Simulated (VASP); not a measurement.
Input of a VASP 6.6.1 run:

The input POSCAR:

```
WC
1.0
    2.8869927008      0.0000000000      0.0000000000
   -1.4434963504      2.5002090195      0.0000000000
    0.0000000000      0.0000000000      2.8175618425
W C
1 1
Direct
    0.0000000000      0.0000000000      0.0000000000
    0.6666666667      0.3333333333      0.5000000000
```

INCAR.step1

```
PREC = Accurate
ENCUT = 520
ISMEAR = -1
SIGMA = 0.05
LREAL = False
LASPH = True
NELM = 60
NBANDS = 16
GGA = PE
ALGO = Normal
EDIFF = 1E-4
LWAVE = True
LCHARG = False
```

Contents of INCAR.step2:

```
PREC = Accurate
ENCUT = 520
EDIFF = 1E-7
ISMEAR = -1
SIGMA = 0.05
LREAL = False
LASPH = True
NELM = 60
ALGO = Normal
ISIF = 2
LWAVE = False
LCHARG = False
METAGGA = R2SCAN
LMIXTAU = True
LUSE_VDW = True
IVDW_NL = 2
BPARAM = 11.95
CPARAM = 0.0093
NBANDS = 16
ISTART = 1
```

KPOINTS

```
Automatic mesh
0
Gamma
  10 10 9
```

Potentials or basis: VASP PAW PBE potentials, release 64 (W_sv, C).

The run is started by

```console
$ cat potpaw_PBE.64/W_sv/POTCAR potpaw_PBE.64/C/POTCAR > POTCAR
$ cp INCAR.step1 INCAR
$ mpirun -np 1 vasp_std > vasp.out
$ cp INCAR.step2 INCAR
$ mpirun -np 1 vasp_std > vasp.out
```

Predict the band gap on the k mesh.

zero (bands 9 and 10 overlap by 1.26 eV).

What does it give for the pressure?

10.7 GPa.

Stress tensor (GPa, compression positive):
```
10.74  0.00  0.00
 0.00 10.74  0.00
 0.00  0.00 10.63
```

Caveat: the cell stands under pressure; the PAW data sets were made with another functional, which shifts forces and pressure a little; spin-orbit coupling is left out, which moves the levels of the heavy elements.
